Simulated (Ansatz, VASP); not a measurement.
KF: VASP beside Ansatz

The input INCAR:

```
PREC = Accurate ; ENCUT = 520
EDIFF = 1E-7 ; ISMEAR = 0
SIGMA = 0.05 ; LREAL = F
LASPH = T ; NELM = 60
ALGO = Normal ; ISIF = 2
LWAVE = F ; LCHARG = F
NBANDS = 15
```

Contents of KPOINTS:

```
Automatic mesh
0
Gamma
  8 8 8
```

File POSCAR:

```
KF
1.0
    0.0000000000      2.5817196783      2.9689776300
    2.5817196783      0.0000000000      2.9689776300
    2.5817196783      2.5817196783      0.0000000000
K F
1 1
Direct
    0.0000000000      0.0000000000      0.0000000000
    0.5000000000      0.5000000000      0.5000000000
```

Input for Ansatz:

```yaml
crystal:
  lattice:
    - [0.0, 2.5817196783, 2.96897763]
    - [2.5817196783, 0.0, 2.96897763]
    - [2.5817196783, 2.5817196783, 0.0]
  atoms:
    - { symbol: K, position: [0.0, 0.0, 0.0] }
    - { symbol: F, position: [0.5, 0.5, 0.5] }
basis:
  ecutwfc: 520.0
kpoints:
  mp_grid: { grid: [8, 8, 8] }
hamiltonian:
  xc: lda
scf:
  occupations: { method: gaussian, width: 0.05 }
output:
  forces: true
  stress: true
  eigenvalues: true
```

Change from the starting cell: normal strain along x +0.0000, normal strain along z +0.1500.

Alike in both runs: task single point; functional LDA; k mesh 8 × 8 × 8; occupations gaussian, width 0.05 eV; no spin polarisation.

```csv
,VASP,Ansatz
version,VASP 6.6.1,Ansatz 0.2.0
potentials or method,"VASP PAW LDA potentials, release 64 (K_sv, F), cutoff 520 eV","scalar-relativistic, plane waves, PAW"
valence electrons in the cell,16,16
```

|  | VASP | Ansatz | Ansatz less VASP |
| --- | --- | --- | --- |
| gap on the k mesh at the Fermi level (eV) | 5.48 | 5.50 | +0.018 |
| least direct gap on the mesh (eV) | 5.48 | 5.50 | +0.018 |
| pressure (GPa) | -2.9 | -3.0 | -0.10 |
| traceless stress, the component that is largest in VASP (GPa) | -2.44 | -2.25 | +0.187 |

LDA's correlation is that of Perdew and Zunger in VASP and of Perdew and Wang (1992) in Ansatz.
